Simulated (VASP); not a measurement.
Wanted: the native input for a VASP 6.6.1 run.

```
Task                   : single point
Functional             : PBE
Potentials or basis    : VASP PAW PBE potentials, release 64 (Pt)
Cutoff                 : 520 eV
k mesh                 : 20 × 20 × 20
Occupations            : gaussian, width 0.15 eV
Spin                   : no spin polarisation
Dipole correction      : no
Further INCAR settings : ALGO = Normal; EDIFF = 1e-07; NBANDS = 11
```

The structure of Pt lies in POSCAR:

```
Pt
1.0
    0.0000000000      1.8110575000      1.9579000000
    1.8110575000      0.0000000000      1.9579000000
    1.8110575000      1.8110575000      0.0000000000
Pt
1
Direct
    0.0000000000      0.0000000000      0.0000000000
```

This cell differs from its parent crystal: strain -0.0750 x Voigt [1, 1, 0, 0, 0, 0].

One way to write it, as run:

INCAR

```
SYSTEM = Pt
ALGO = Normal ; EDIFF = 1E-7
ENCUT = 520 ; GGA = PE
ISIF = 2 ; ISMEAR = 0
LASPH = .TRUE. ; LCHARG = .FALSE.
LREAL = .FALSE. ; LWAVE = .FALSE.
NBANDS = 11 ; NELM = 80
PREC = Accurate ; SIGMA = 0.15
```

KPOINTS

```
k-points
0
G
  20 20 20
  0 0 0
```

Potentials or basis: VASP PAW PBE potentials, release 64 (Pt).

Run with:

```sh
$ cat potpaw_PBE.64/Pt/POTCAR > POTCAR
$ mpirun -np 1 vasp_std > vasp.out
```

It gave:

```
Pressure               : 83.8 GPa
Band gap on the k mesh : zero (bands 5 and 6 overlap by 3.45 eV)
```

Caveat: the cell differs from its parent crystal (strain -0.0750 x Voigt [1, 1, 0, 0, 0, 0]); the stress differs along the axes, from 71 to 90 GPa; spin-orbit coupling is left out, which moves the levels of the heavy elements.

It took 52 s on 1 thread of Intel(R) Xeon(R) Platinum 8488C (Sapphire Rapids) (shared host), peak memory 0.21 GiB.
